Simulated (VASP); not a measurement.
WC: single point with PBE

The system is WC.

```
CELL_PARAMETERS angstrom
0.00000 2.18981 2.18981
2.18981 0.00000 2.18981
2.18981 2.18981 0.00000
ATOMIC_POSITIONS crystal
W 0.50000 0.50000 0.50000
C 0.00000 0.00000 0.00000
```

```
Program                : VASP 6.6.1
Task                   : single point
Functional             : PBE
Potentials or basis    : VASP PAW PBE potentials, release 64 (W_sv, C)
Cutoff                 : 520 eV
k mesh                 : 16 × 16 × 16
Occupations            : gaussian, width 0.1 eV
Spin                   : no spin polarisation
Dipole correction      : no
Further INCAR settings : ALGO = Normal; EDIFF = 1e-06; NBANDS = 16
```

```
Pressure               : 1.0 GPa
Band gap on the k mesh : zero (band 9 reaches 13.51 eV, above the bottom of band 10 at 10.39 eV)
```

Levels at points of the mesh, in eV from the Fermi level:
| k point | band 5 | band 6 | band 7 | band 8 | band 9 | band 10 | band 11 | band 12 | band 13 | band 14 |
| --- | --- | --- | --- | --- | --- | --- | --- | --- | --- | --- |
| (0.00, 0.00, 0.00) | -15.87 | -2.80 | -2.80 | -2.80 | -1.11 | -1.11 | -1.11 | -1.00 | -1.00 | 6.50 |
| (0.50, 0.00, 0.00) | -11.26 | -9.86 | -6.64 | -6.64 | 1.02 | 1.02 | 2.31 | 4.89 | 8.78 | 8.78 |
| (0.50, 0.50, 0.00) | -13.66 | -5.83 | -5.64 | -2.54 | -2.54 | 0.82 | 2.25 | 2.25 | 5.44 | 7.29 |

It took 16 s on 1 thread of Intel(R) Xeon(R) 6975P-C (Granite Rapids), on a shared host, peak memory 0.17 GiB.

Caveat: spin-orbit coupling is left out, which moves the levels of the heavy elements.
